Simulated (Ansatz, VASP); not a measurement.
# One calculation of TeRu, two programs

INCAR

```
  PREC = Accurate
  ENCUT = 520
  EDIFF = 1E-7
  ISMEAR = 0
  SIGMA = 0.05
  LREAL = F
  LASPH = T
  NELM = 60
  ALGO = Normal
  ISIF = 2
  LWAVE = F
  LCHARG = T
  GGA = PS
  LELF = T
  LVHAR = T
  NBANDS = 17
```

File KPOINTS:

```
regular mesh
0
Gamma
  8 8 8
```

Contents of POSCAR:

```
TeRu
1.0
    0.0000000000      3.0021551641      3.0021551641
    3.0021551641      0.0000000000      3.0021551641
    3.0021551641      3.0021551641      0.0000000000
Ru Te
1 1
Direct
    0.0000000000      0.0000000000      0.0000000000
    0.2500000000      0.2500000000      0.2500000000
```

Input for Ansatz:

```yaml
crystal:
  lattice:
    - [0.0, 3.0021551641, 3.0021551641]
    - [3.0021551641, 0.0, 3.0021551641]
    - [3.0021551641, 3.0021551641, 0.0]
  atoms:
    - { symbol: Ru, position: [0.0, 0.0, 0.0] }
    - { symbol: Te, position: [0.25, 0.25, 0.25] }
basis:
  ecutwfc: 420
  ecutrho_ratio: 4
kpoints:
  mp_grid: { grid: [8, 8, 8] }
hamiltonian:
  xc: pbesol
scf:
  occupations: { method: gaussian, width: 0.05 }
output:
  forces: true
  stress: true
  eigenvalues: true
```

Alike in both runs: task single point; functional PBEsol; k mesh 8 × 8 × 8; occupations gaussian, width 0.05 eV; no spin polarisation.

```csv
,VASP,Ansatz
version,VASP 6.6.1,Ansatz 0.2.0
potentials or method,"VASP PAW PBE potentials, release 64 (Ru_pv, Te), cutoff 520 eV","scalar-relativistic, plane waves, PAW"
valence electrons in the cell,20,32
```

```tsv
	VASP	Ansatz	Ansatz less VASP
gap on the k mesh at the Fermi level (eV)	none	none	-
pressure (GPa)	-8.4	-8.4	+0.06
```

VASP's potentials were made for PBE, not for PBEsol. A gap of «none» marks a metal or a gap that the smearing closes. VASP's potentials hold 20 valence electrons a cell and Ansatz's 32, so a difference there can come from the potentials and not from the codes.

Neither program's run includes spin-orbit coupling.
